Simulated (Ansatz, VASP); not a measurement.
**One calculation of WSe2, two programs**

```xyz
3
Lattice="3.2790 0.0000 0.0000 -1.6395 2.8397 0.0000 0.0000 0.0000 7.0056" Properties=species:S:1:pos:R:3 pbc="T T T"
W     0.0000    0.0000    0.0000
Se    0.0000    1.8931    1.6019
Se    0.0000    1.8931    5.4037
```

Alike in both runs: task single point; functional PBE; dispersion D3(BJ); k mesh 9 × 9 × 4; occupations gaussian, width 0.05 eV; no spin polarisation.

```csv
,VASP,Ansatz
version,VASP 6.6.1,Ansatz 0.2.0
potentials or method,"VASP PAW PBE potentials, release 64 (W_sv, Se), cutoff 520 eV","scalar-relativistic, plane waves, PAW"
valence electrons in the cell,26,46
```

VASP gave:

- gap on the k mesh at the Fermi level (eV): 1.15
- least direct gap on the mesh (eV): 1.46
- pressure (GPa): 7.8
- traceless stress, the component that is largest in VASP (GPa): 4.84
- rms of the force components (eV/Å): 0.814

Question: What did Ansatz give for the same quantities?

Answer: gap on the k mesh at the Fermi level (eV): 1.16; least direct gap on the mesh (eV): 1.47; pressure (GPa): 7.4; traceless stress, the component that is largest in VASP (GPa): 4.75; rms of the force components (eV/Å): 0.784.

Atom by atom the forces differ by 0.029 eV/Å (rms over components). VASP's potentials hold 26 valence electrons a cell and Ansatz's 46, so a difference there can come from the potentials and not from the codes.

Spin-orbit coupling is off throughout.
